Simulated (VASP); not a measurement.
Input of a VASP 6.6.1 run:

Contents of INCAR:

```
PREC = Accurate
ENCUT = 520
EDIFF = 1E-6
ISMEAR = 0
SIGMA = 0.1
LREAL = False
LASPH = True
NELM = 100
ALGO = Normal
ISIF = 2
LWAVE = False
LCHARG = True
LDIPOL = True
IDIPOL = 3
DIPOL = 0.5 0.5 0.379
GGA = PE
IVDW = 12
LELF = True
LVHAR = True
LVACPOTAV = True
NBANDS = 16
```

The input KPOINTS:

```
regular mesh
0
Gamma
  9 9 1
```

POSCAR

```
Si
1.0
    3.8472023583      0.0000000000      0.0000000000
   -1.9236011791      3.3317749758      0.0000000000
    0.0000000000      0.0000000000     18.4446971457
Si
4
Direct
    0.3333333333      0.6666666667      0.2695814701
    0.6666666667      0.3333333333      0.2439725610
    0.0000000000      1.0000000000      0.5131392004
    0.3333333333      0.6666666667      0.4875302913
```

Potentials or basis: VASP PAW PBE potentials, release 64 (Si).

Launch:

```bash
$ cat potpaw_PBE.64/Si/POTCAR > POTCAR
$ mpirun -np 1 vasp_std > vasp.out
```

Problem. Estimate the dispersion energy per atom.

Solution. -0.240 eV.

Problem. Estimate the band gap on the k mesh.

Solution. Zero (filled and empty bands touch).

Forces on the atoms (eV/Å):
```
Si   0.000  0.000  0.229
Si   0.000  0.000  0.033
Si   0.000  0.000 -0.033
Si   0.000  0.000 -0.229
```
